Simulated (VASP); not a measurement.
Wanted: the native input for a VASP 6.6.1 run.

```yaml
Task: single point
Functional: PBEsol
Potentials_or_basis: VASP PAW PBE potentials, release 64 (Ru_pv, Al)
Cutoff: 520 eV
k_mesh: 12 × 12 × 16
Occupations: gaussian, width 0.1 eV
Spin: no spin polarisation
Dipole_correction: no
Further_INCAR_settings: ALGO = Normal; EDIFF = 1e-06; NBANDS = 17
```

The structure of Al2Ru lies in POSCAR:

```
Al2Ru
1.0
    4.1848699799      0.0000000000      0.0000000000
   -2.0924349900      3.6242037141      0.0000000000
    0.0000000000      0.0000000000      2.7588373300
Ru Al
1 2
Direct
    0.0000000000      0.0000000000      0.0000000000
    0.3333333333      0.6666666667      0.5000000000
    0.6666666667      0.3333333333      0.5000000000
```

These files were run (other wordings do the same):

INCAR

```
SYSTEM = Al2Ru
  ALGO = Normal
  EDIFF = 1E-6
  ENCUT = 520
  GGA = PS
  ISIF = 2
  ISMEAR = 0
  LASPH = .TRUE.
  LCHARG = .TRUE.
  LELF = .TRUE.
  LREAL = .FALSE.
  LVHAR = .TRUE.
  LWAVE = .FALSE.
  NBANDS = 17
  NELM = 80
  PREC = Accurate
  SIGMA = 0.1
```

KPOINTS

```
k-points
0
G
  12 12 16
  0 0 0
```

Potentials or basis: VASP PAW PBE potentials, release 64 (Ru_pv, Al).

Run with:

```console
$ cat potpaw_PBE.64/Ru_pv/POTCAR potpaw_PBE.64/Al/POTCAR > POTCAR
$ mpirun -np 1 vasp_std > vasp.out
```

Results of the run:

| Quantity | Value |
| --- | --- |
| Pressure | 0.1 GPa |
| Band gap on the k mesh | zero (band 10 reaches 12.37 eV, above the bottom of band 11 at 9.99 eV) |

Caveat: the PAW data sets were made with another functional, which shifts forces and pressure a little.

Wall time 66 s on 1 thread of AMD EPYC 9R45 96-Core Processor (Zen 5), on a shared host, peak memory 0.22 GiB.
